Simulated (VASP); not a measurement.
# Rh (P6_3/mmc) in VASP: a series of runs

The runs below take Rh through single point, with PBEsol.

Program: VASP 6.6.1. These are calculated values, not measurements. Logs are shortened: lines on timing, memory, paths and dates and some standing lists are left out, and cuts for length are marked.

## 1. The cell of the first run

Symmetry: P6_3/mmc, No. 194, hexagonal system. The conventional cell has a = 2.724 Å, b = 2.724 Å, c = 4.394 Å, α = 90.00°, β = 90.00°, γ = 120.00°. Rh (site symmetry -6m2) has 12 Rh at 2.70 to 2.72 Å within 3.6 Å.

This isn't the form of Rh at room conditions, which is fcc.

## 2. Single point, PBEsol (14.12 Å³/atom)

INCAR reads:

```
SYSTEM = Rh
ALGO = Normal
EDIFF = 1E-6
ENCUT = 520
GGA = PS
ISIF = 2
ISMEAR = -1
LASPH = .TRUE.
LCHARG = .FALSE.
LREAL = .FALSE.
LWAVE = .FALSE.
NBANDS = 22
NELM = 100
PREC = Accurate
SIGMA = 0.1
```

KPOINTS reads:

```
k-points
0
G
  15 15 8
  0 0 0
```

POSCAR reads:

```
Rh
1.0
    2.7240781876      0.0000000000      0.0000000000
   -1.3620390938      2.3591209123      0.0000000000
    0.0000000000      0.0000000000      4.3940064017
Rh
2
Direct
    0.3333333333      0.6666666667      0.2500000000
    0.6666666667      0.3333333333      0.7500000000
```

Potentials or basis: VASP PAW PBE potentials, release 64 (Rh_pv).

Started as:

```
> cat potpaw_PBE.64/Rh_pv/POTCAR > POTCAR
> mpirun -np 1 vasp_std > vasp.out
```

OUTCAR:

```text
SYSTEM = Rh
   EDIFF = 1E-6
   ENCUT = 520
   GGA = PS
   ISIF = 2
   ISMEAR = -1
   LASPH = .TRUE.
   LREAL = .FALSE.
   NELM = 100
   PREC = Accurate

 ion  position               nearest neighbor table
   1  0.333  0.667  0.250-   2 2.70   2 2.70   2 2.70   2 2.70   2 2.70   2 2.70
   2  0.667  0.333  0.750-   1 2.70   1 2.70   1 2.70   1 2.70   1 2.70   1 2.70

  LATTYP: Found a hexagonal cell.
 ALAT       =     2.7240781876
 C/A-ratio  =     1.6130250672

  Lattice vectors:

 A1 = (   2.7240781876,   0.0000000000,   0.0000000000)
 A2 = (  -1.3620390938,   2.3591209123,   0.0000000000)
 A3 = (   0.0000000000,   0.0000000000,   4.3940064017)

Analysis of symmetry for initial positions (statically):
=====================================================================
 Subroutine PRICEL returns:
 Original cell was already a primitive cell.

 Routine SETGRP: Setting up the symmetry group for a
 hexagonal supercell.

 Subroutine GETGRP returns: Found 24 space group operations
 (whereof 12 operations were pure point group operations)
 out of a pool of 24 trial point group operations.

The static configuration has the point symmetry D_3d.
 The point group associated with its full space group is D_6h.

Analysis of symmetry for dynamics (positions and initial velocities):
=====================================================================
 Subroutine PRICEL returns:
 Original cell was already a primitive cell.

 Routine SETGRP: Setting up the symmetry group for a
 hexagonal supercell.

 Subroutine GETGRP returns: Found 24 space group operations
 (whereof 12 operations were pure point group operations)
 out of a pool of 24 trial point group operations.

The dynamic configuration has the point symmetry D_3d.
 The point group associated with its full space group is D_6h.

 Subroutine INISYM returns: Found 24 space group operations
 (whereof 12 operations are pure point group operations),
 and found     1 'primitive' translations

----------------------------------------------------------------------------------------

                                     Primitive cell

  volume of cell :      28.2378

  direct lattice vectors                    reciprocal lattice vectors
     2.724078188  0.000000000  0.000000000     0.367096658  0.211943355  0.000000000
    -1.362039094  2.359120912  0.000000000     0.000000000  0.423886709  0.000000000
     0.000000000  0.000000000  4.394006402     0.000000000  0.000000000  0.227582736

  length of vectors
     2.724078188  2.724078188  4.394006402     0.423886709  0.423886709  0.227582736

[... 78 lines left out ...]
   ENCUT  =  520.0 eV  38.22 Ry    6.18 a.u.   5.06  5.06  8.17*2*pi/ulx,y,z
   NELM   =    100;   NELMIN=  2; NELMDL= -5     # of ELM steps
   EDIFF  = 0.1E-05   stopping-criterion for ELM
   LREAL  =      F    real-space projection
   EDIFFG = 0.1E-04   stopping-criterion for IOM
   NSW    =      0    number of steps for IOM
   IBRION =     -1    ionic relax: 0-MD 1-quasi-New 2-CG
   NFREE  =      0    steps in history (QN), initial steepest desc. (CG)
   ISIF   =      2    stress and relaxation
   ISYM   =      2    0-nonsym 1-usesym 2-fastsym
   POTIM  = 0.5000    time-step for ionic-motion
   TEBEG  =    0.0;   TEEND  =   0.0 temperature during run
   PSTRESS=    0.0 pullay stress
   NELECT =      30.0000    total number of electrons
   NUPDOWN=      -1.0000    fix difference up-down
   EMIN   =  10.00;   EMAX   =-10.00  energy-range for DOS
   EFERMI =   0.00;   METHOD = LEGACY
   ISMEAR =    -1;   SIGMA  =   0.10  broadening in eV -4-tet -1-fermi 0-gaus
   EFERMI_NEDOS =   21; number of points for ismear=-14 and -15
   IALGO  =     38    algorithm
   IMIX   =      4    mixing-type and parameters
     AMIX     =   0.40;   BMIX     =  1.00
     AMIX_MAG =   1.60;   BMIX_MAG =  1.00
  volume/ion in A,a.u.               =      14.12        95.28
  Fermi-wavevector in a.u.,A,eV,Ry     =   1.670469  3.156729 37.966606  2.790467
  Thomas-Fermi vector in A             =   2.755961
   LORBIT       =      0    0 simple, 1 ext, 2 COOP (PROOUT), +10 PAW based schemes
   GGA     = PS    functional components
   LHFCALC =     F    Hartree Fock is set to
   AEXX    =    0.0000 exact exchange contribution
   IVDW    =     0    specifies the selected vdW correction
   LEPSILON=     F    determine dielectric tensor
   LRPA    =     F    only Hartree local field effects (RPA)
 non-spin polarized calculation
  energy-cutoff  :      520.00
  volume of cell :       28.24
 maximum number of plane-waves:       780
   NGX = 11   NGY = 11   NGZ = 17

 number of electron      30.0000011 magnetization

 Free energy of the ion-electron system (eV)
  ---------------------------------------------------
  ext. energy  EPLUGINS =         0.00000000
  ---------------------------------------------------
  free energy    TOTEN  =       -16.21172049 eV

  energy without entropy =      -16.09820045  energy(sigma->0) =      -16.15496047

 E-fermi :  11.3560     XC(G=0): -14.0458

 val. band max:       11.3546209528   @ k =   0.4000   0.2000   0.2500
 cond. band min:      11.3624851296   @ k =   0.2000   0.0667   0.3750
 fundamental gap:      0.0078641768
 Fermi energy:        11.3560339016

 k-point     1 :       0.0000    0.0000    0.0000
  band No.  band energies     occupation
      1     -35.6949      2.00000
      2     -35.0912      2.00000
      3     -35.0912      2.00000
      4     -35.0024      2.00000
      5     -34.9910      2.00000
      6     -34.9910      2.00000
[... 589 lines left out ...]
     21      23.4751      0.00000
     22      25.6542      0.00000

 [... further k-points ...]

------------------------ aborting loop because EDIFF is reached ----------------------------------------

  FORCE on cell =-STRESS in cart. coord.  units (eV):
  Direction    XX          YY          ZZ          XY          YZ          ZX
  --------------------------------------------------------------------------------------
  -------------------------------------------------------------------------------------
  Total       -1.8008937     -1.8008937     -1.9131857      0.0000000     -0.0000000      0.0000000
  in kB     -102.1805420   -102.1805420   -108.5518569      0.0000000     -0.0000000      0.0000000
  external PRESSURE =    -104.3043136 kB  Pullay stress =       0.0000000 kB

 VOLUME and BASIS-vectors are now :
 -----------------------------------------------------------------------------
  energy-cutoff  :      520.00
  volume of cell :       28.24
      direct lattice vectors                 reciprocal lattice vectors
     2.724078188  0.000000000  0.000000000     0.367096658  0.211943355  0.000000000
    -1.362039094  2.359120912  0.000000000     0.000000000  0.423886709  0.000000000
     0.000000000  0.000000000  4.394006402     0.000000000  0.000000000  0.227582736

 POSITION                                       TOTAL-FORCE (eV/Angst)
 -----------------------------------------------------------------------------------
     -0.00000      1.57275      1.09850         0.000000     -0.000000      0.000000
      1.36204      0.78637      3.29550        -0.000000      0.000000      0.000000
 -----------------------------------------------------------------------------------
    total drift:                               -0.000000      0.000000     -0.000000

  FREE ENERGIE OF THE ION-ELECTRON SYSTEM (eV)
  ---------------------------------------------------
  free  energy   TOTEN  =       -16.2117204946 eV

  energy  without entropy=      -16.0982004519  energy(sigma->0) =      -16.15496047
```

It took 23 s on 1 thread of Intel Xeon 6975P-C (Granite Rapids), shared host; peak memory 0.19 GiB.

What came out:

```
Free energy            : -16.2117 eV
Pressure               : -10.4 GPa
Band gap on the k mesh : zero (bands 15 and 16 overlap by 2.24 eV)
```

Levels at points of the mesh, in eV from the Fermi level:
| k point | band 11 | band 12 | band 13 | band 14 | band 15 | band 16 | band 17 | band 18 | band 19 | band 20 |
| --- | --- | --- | --- | --- | --- | --- | --- | --- | --- | --- |
| (0.00, 0.00, 0.00) | -2.92 | -2.41 | -2.41 | -1.85 | -1.85 | 0.14 | 0.14 | 0.71 | 8.36 | 15.81 |
| (0.00, 0.00, 0.50) | -3.03 | -3.03 | -3.03 | -3.03 | -0.41 | -0.41 | -0.41 | -0.41 | 14.71 | 14.71 |

Caveat: the cell stands under tension; the PAW data sets were made with another functional, which shifts forces and pressure a little.

## 3. Single point, PBEsol (14.66 Å³/atom)

This run uses another cell than the first one, of 14.66 Å³/atom.

INCAR reads:

```
SYSTEM = Rh
  PREC = Accurate
  ENCUT = 520
  EDIFF = 1E-6
  ISMEAR = -1
  SIGMA = 0.1
  LREAL = .FALSE.
  LASPH = .TRUE.
  NELM = 60
  ALGO = Normal
  ISIF = 2
  LWAVE = .FALSE.
  LCHARG = .FALSE.
  GGA = PS
  NBANDS = 22
```

KPOINTS reads:

```
regular mesh
0
G
  15 15 8
  0 0 0
```

POSCAR reads:

```
Rh
1.0
    2.7585638509      0.0000000000      0.0000000000
   -1.3792819254      2.3889863728      0.0000000000
    0.0000000000      0.0000000000      4.4496326411
Rh
2
Direct
    0.3333333333      0.6666666667      0.2500000000
    0.6666666667      0.3333333333      0.7500000000
```

Potentials or basis: VASP PAW PBE potentials, release 64 (Rh_pv).

Started as:

```
> cat potpaw_PBE.64/Rh_pv/POTCAR > POTCAR
> mpirun -np 1 vasp_std > vasp.out
```

OUTCAR:

```text
SYSTEM = Rh
   PREC = Accurate
   ENCUT = 520
   EDIFF = 1E-6
   ISMEAR = -1
   LREAL = .FALSE.
   LASPH = .TRUE.
   NELM = 60
   ISIF = 2
   GGA = PS

 ion  position               nearest neighbor table
   1  0.333  0.667  0.250-   2 2.74   2 2.74   2 2.74   2 2.74   2 2.74   2 2.74
   2  0.667  0.333  0.750-   1 2.74   1 2.74   1 2.74   1 2.74   1 2.74   1 2.74

  LATTYP: Found a hexagonal cell.
 ALAT       =     2.7585638509
 C/A-ratio  =     1.6130250672

  Lattice vectors:

 A1 = (   2.7585638509,   0.0000000000,   0.0000000000)
 A2 = (  -1.3792819254,   2.3889863728,   0.0000000000)
 A3 = (   0.0000000000,   0.0000000000,   4.4496326411)

Analysis of symmetry for initial positions (statically):
=====================================================================
 Subroutine PRICEL returns:
 Original cell was already a primitive cell.

 Routine SETGRP: Setting up the symmetry group for a
 hexagonal supercell.

 Subroutine GETGRP returns: Found 24 space group operations
 (whereof 12 operations were pure point group operations)
 out of a pool of 24 trial point group operations.

The static configuration has the point symmetry D_3d.
 The point group associated with its full space group is D_6h.

Analysis of symmetry for dynamics (positions and initial velocities):
=====================================================================
 Subroutine PRICEL returns:
 Original cell was already a primitive cell.

 Routine SETGRP: Setting up the symmetry group for a
 hexagonal supercell.

 Subroutine GETGRP returns: Found 24 space group operations
 (whereof 12 operations were pure point group operations)
 out of a pool of 24 trial point group operations.

The dynamic configuration has the point symmetry D_3d.
 The point group associated with its full space group is D_6h.

 Subroutine INISYM returns: Found 24 space group operations
 (whereof 12 operations are pure point group operations),
 and found     1 'primitive' translations

[... 108 lines left out ...]
   EFERMI =   0.00;   METHOD = LEGACY
   ISMEAR =    -1;   SIGMA  =   0.10  broadening in eV -4-tet -1-fermi 0-gaus
   EFERMI_NEDOS =   21; number of points for ismear=-14 and -15
   IALGO  =     38    algorithm
   IMIX   =      4    mixing-type and parameters
     AMIX     =   0.40;   BMIX     =  1.00
     AMIX_MAG =   1.60;   BMIX_MAG =  1.00
  volume/ion in A,a.u.               =      14.66        98.94
  Fermi-wavevector in a.u.,A,eV,Ry     =   1.649586  3.117266 37.023275  2.721134
  Thomas-Fermi vector in A             =   2.738681
   LORBIT       =      0    0 simple, 1 ext, 2 COOP (PROOUT), +10 PAW based schemes
   GGA     = PS    functional components
   LHFCALC =     F    Hartree Fock is set to
   AEXX    =    0.0000 exact exchange contribution
   IVDW    =     0    specifies the selected vdW correction
   LEPSILON=     F    determine dielectric tensor
   LRPA    =     F    only Hartree local field effects (RPA)
 non-spin polarized calculation
  energy-cutoff  :      520.00
  volume of cell :       29.32
 maximum number of plane-waves:       808
 NGX is ok and might be reduce to    24
   NGX = 11   NGY = 11   NGZ = 17

 number of electron      30.0000002 magnetization

 Free energy of the ion-electron system (eV)
  ---------------------------------------------------
  ext. energy  EPLUGINS =         0.00000000
  ---------------------------------------------------
  free energy    TOTEN  =       -16.11382469 eV

  energy without entropy =      -15.99285268  energy(sigma->0) =      -16.05333869

 E-fermi :  10.6877     XC(G=0): -13.8059

 val. band max:       10.6874411296   @ k =   0.2667   0.0667   0.3750
 cond. band min:      10.6881749657   @ k =   0.4000   0.2000   0.2500
 fundamental gap:      0.0007338360
 Fermi energy:        10.6877179649

 k-point     1 :       0.0000    0.0000    0.0000
  band No.  band energies     occupation
      1     -36.2078      2.00000
      2     -35.6771      2.00000
      3     -35.6771      2.00000
      4     -35.6010      2.00000
      5     -35.5886      2.00000
      6     -35.5886      2.00000
[... 589 lines left out ...]
     21      22.4672      0.00000
     22      24.5684      0.00000

 [... further k-points ...]

------------------------ aborting loop because EDIFF is reached ----------------------------------------

  FORCE on cell =-STRESS in cart. coord.  units (eV):
  Direction    XX          YY          ZZ          XY          YZ          ZX
  --------------------------------------------------------------------------------------
  -------------------------------------------------------------------------------------
  Total       -3.3177989     -3.3177989     -3.4743553     -0.0000000      0.0000000      0.0000000
  in kB     -181.2757761   -181.2757761   -189.8296043     -0.0000000      0.0000000      0.0000000
  external PRESSURE =    -184.1270522 kB  Pullay stress =       0.0000000 kB

 VOLUME and BASIS-vectors are now :
 -----------------------------------------------------------------------------
  energy-cutoff  :      520.00
  volume of cell :       29.32
      direct lattice vectors                 reciprocal lattice vectors
     2.758563851  0.000000000  0.000000000     0.362507469  0.209293785  0.000000000
    -1.379281925  2.388986373  0.000000000     0.000000000  0.418587570  0.000000000
     0.000000000  0.000000000  4.449632641     0.000000000  0.000000000  0.224737654

 POSITION                                       TOTAL-FORCE (eV/Angst)
 -----------------------------------------------------------------------------------
     -0.00000      1.59266      1.11241        -0.000000      0.000000      0.000000
      1.37928      0.79633      3.33722         0.000000     -0.000000      0.000000
 -----------------------------------------------------------------------------------
    total drift:                                0.000000     -0.000000      0.000000

  FREE ENERGIE OF THE ION-ELECTRON SYSTEM (eV)
  ---------------------------------------------------
  free  energy   TOTEN  =       -16.1138246946 eV

  energy  without entropy=      -15.9928526837  energy(sigma->0) =      -16.05333869
```

Run time: 22 s. Hardware: 1 thread of Intel Xeon 6975P-C (Granite Rapids), shared host; peak memory 0.2 GiB.

Results:

- Free energy: -16.1138 eV
- Pressure: -18.4 GPa
- Band gap on the k mesh: zero (bands 15 and 16 overlap by 2.10 eV)

Stress tensor (GPa, compression positive):
```
-18.13   0.00   0.00
  0.00 -18.13   0.00
  0.00   0.00 -18.98
```

Levels at points of the mesh, in eV from the Fermi level:
| k point | band 13 | band 14 | band 15 | band 16 | band 17 | band 18 |
| --- | --- | --- | --- | --- | --- | --- |
| (0.00, 0.00, 0.00) | -2.26 | -1.74 | -1.74 | 0.14 | 0.14 | 0.76 |
| (0.00, 0.00, 0.50) | -2.85 | -2.85 | -0.39 | -0.39 | -0.39 | -0.39 |

Caveat: the cell stands under tension; the PAW data sets were made with another functional, which shifts forces and pressure a little.

## 4. Single point, PBEsol (15.20 Å³/atom)

This run uses another cell than the first one, of 15.20 Å³/atom.

INCAR reads:

```
PREC = Accurate
ENCUT = 520
EDIFF = 1E-6
ISMEAR = -1
SIGMA = 0.1
LREAL = False
LASPH = True
NELM = 100
ALGO = Normal
ISIF = 2
LWAVE = False
LCHARG = False
GGA = PS
NBANDS = 22
```

KPOINTS reads:

```
regular mesh
0
Gamma
  15 15 8
```

POSCAR reads:

```
Rh
1.0
    2.7922081893      0.0000000000      0.0000000000
   -1.3961040946      2.4181232246      0.0000000000
    0.0000000000      0.0000000000      4.5039018023
Rh
2
Direct
    0.3333333333      0.6666666667      0.2500000000
    0.6666666667      0.3333333333      0.7500000000
```

Started as:

```
> cat potpaw_PBE.64/Rh_pv/POTCAR > POTCAR
> mpirun -np 1 vasp_std > vasp.out
```

Wall time 24 s (1 thread of Intel Xeon 6975P-C (Granite Rapids), shared host); peak memory 0.2 GiB.

Results (log left out):

- Free energy: -15.9681 eV
- Pressure: -24.6 GPa
- Band gap on the k mesh: zero (bands 15 and 16 overlap by 1.98 eV)

Stress tensor (GPa, compression positive):
```
-24.25   0.00   0.00
  0.00 -24.25   0.00
  0.00   0.00 -25.27
```

Levels at points of the mesh, in eV from the Fermi level:
```
           k point  band 13  band 14  band 15  band 16  band 17  band 18
(0.00, 0.00, 0.00)    -2.14    -1.64    -1.64     0.13     0.13     0.81
(0.00, 0.00, 0.50)    -2.69    -2.69    -0.37    -0.37    -0.37    -0.37
```

Caveat: the cell stands under tension; the PAW data sets were made with another functional, which shifts forces and pressure a little.

## 5. Summary

```csv
cell,gap on the mesh (eV),pressure (GPa)
"a = 2.724, b = 2.724, c = 4.394 Å, angles 90.0, 90.0, 120.0°, 2 atoms",none,-10.4
"a = 2.759, b = 2.759, c = 4.450 Å, angles 90.0, 90.0, 120.0°, 2 atoms",none,-18.4
"a = 2.792, b = 2.792, c = 4.504 Å, angles 90.0, 90.0, 120.0°, 2 atoms",none,-24.6
```

Alike in all rows: task single point; level PBEsol; potentials or basis VASP PAW PBE potentials, release 64 (Rh_pv); no spin polarisation; k mesh 15 × 15 × 8; cutoff (eV) 520; smearing fermi-dirac 0.1 eV.

Caveats: the cell stands under tension; the PAW data sets were made with another functional, which shifts forces and pressure a little.

Total energies depend on the potentials used, so only differences within one code and one set of settings carry meaning.
